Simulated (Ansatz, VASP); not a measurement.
# Na6TeP2: VASP beside Ansatz

```
Na Te P
1.0
     5.92159    0.00000    0.00000
     0.00000    5.92159    0.00000
     0.00000    0.00000    7.51015
Na Te P
6 1 2
Direct
  0.00000 0.50000 0.19533
  0.50000 0.00000 0.19533
  0.00000 0.50000 0.80467
  0.50000 0.00000 0.80467
  0.50000 0.50000 0.50000
  0.00000 0.00000 0.50000
  0.00000 0.00000 0.00000
  0.50000 0.50000 0.13827
  0.50000 0.50000 0.86173
```

Change from the starting cell: species swapped into the BaCu6As2 type (P4/mmm, No. 123).

Alike in both runs: functional PBE; k mesh 6 × 6 × 6; occupations gaussian, width 0.1 eV; no spin polarisation.

Ansatz relaxed the structure, and its values are those at the end. VASP's run is a single point on that final structure, the one shown.

|  | VASP | Ansatz |
| --- | --- | --- |
| version | VASP 6.6.1 | Ansatz 0.2.0 |
| potentials or method | VASP PAW PBE potentials, release 64 (Na_pv, Te, P), cutoff 520 eV | scalar-relativistic, plane waves, PAW |
| valence electrons in the cell | 58 | 80 |

|  | VASP | Ansatz | Ansatz less VASP |
| --- | --- | --- | --- |
| gap on the k mesh at the Fermi level (eV) | none | none | - |
| pressure (GPa) | 0.0 | 0.0 | +0.02 |
| rms of the force components (eV/Å) | 0.017 | 0.001 | -0.0165 |

A gap of «none» marks a metal or a gap that the smearing closes. With one functional, cell and mesh, what is left measures potentials, basis and numerics. VASP's potentials hold 58 valence electrons a cell and Ansatz's 80, so a difference there can come from the potentials and not from the codes.

Spin-orbit coupling is off throughout.
